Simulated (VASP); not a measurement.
Set up this calculation in VASP 6.6.1, as the native input.

* Task: relaxation of cell and atoms
* Functional: BLYP
* Dispersion: D3(BJ)
* Potentials or basis: VASP PAW PBE potentials, release 64 (Re)
* Cutoff: 600 eV
* k mesh: 11 × 11 × 3
* Occupations: fermi-dirac, width 0.05 eV
* Spin: no spin polarisation
* Dipole correction: no
* Further INCAR settings: ALGO = Normal; EDIFF = 1e-07; IBRION = 2; EDIFFG = -0.01; NSW = 60; ISIF = 3

The structure of Re lies in POSCAR:

```
Re
1.0
    2.7663873939      0.0000000000      0.0000000000
   -1.3831936969      2.3957617598      0.0000000000
    0.0000000000      0.0000000000      8.9388451600
Re
4
Direct
    0.6666666667      0.3333333333      0.7500000000
    0.0000000000      0.0000000000      0.5000000000
    0.3333333333      0.6666666667      0.2500000000
    0.0000000000      0.0000000000      0.0000000000
```

The input as run:

INCAR

```
PREC     = Accurate       # precision mode
ENCUT    = 600            # plane-wave cutoff, eV
EDIFF    = 1E-7           # SCF threshold, eV
ISMEAR   = -1             # smearing method
SIGMA    = 0.05           # smearing width, eV
LREAL    = F              # projectors in reciprocal space
LASPH    = T              # aspherical terms in the spheres
NELM     = 80             # most SCF steps
ALGO     = Normal         # electronic algorithm
ISIF     = 3              # what is computed and relaxed
LWAVE    = F              # write WAVECAR
LCHARG   = F              # write CHGCAR
GGA      = B5             # functional
ALDAX    = 1.0          
AGGAX    = 1.0          
AGGAC    = 1.0          
ALDAC    = 0.0          
IVDW     = 12             # dispersion correction
VDW_S6   = 1.0          
VDW_S8   = 2.6996       
VDW_A1   = 0.4298       
VDW_A2   = 4.2359       
IBRION   = 2              # ionic algorithm
NSW      = 60             # ionic steps
EDIFFG   = -0.01          # ionic threshold
```

KPOINTS

```
regular mesh
0
Gamma
  11 11 3
```

Potentials or basis: VASP PAW PBE potentials, release 64 (Re).

Command:

```bash
$ cat potpaw_PBE.64/Re/POTCAR > POTCAR
$ mpirun -np 1 vasp_std > vasp.out
```

Results of the run:

```
Relaxed volume                         : 14.87 Å³/atom
Relaxed cell                           : a = 2.771 Å, b = 2.771 Å, c = 8.945 Å, α = 90.00°, β = 90.00°, γ = 120.00°
Space group after relaxing (to 0.05 Å) : P6_3/mmc (No. 194)
Energy gained by relaxing              : 0.3 meV/atom
Ionic steps                            : 5
Pressure after relaxing                : 0.0 GPa
Dispersion energy per atom             : -1.576 eV
```

Caveat: the PAW data sets were made with another functional, which shifts forces and pressure a little.

It took 2.7 min on 1 thread of Intel(R) Xeon(R) 6975P-C (Granite Rapids) (shared host), peak memory 0.22 GiB.
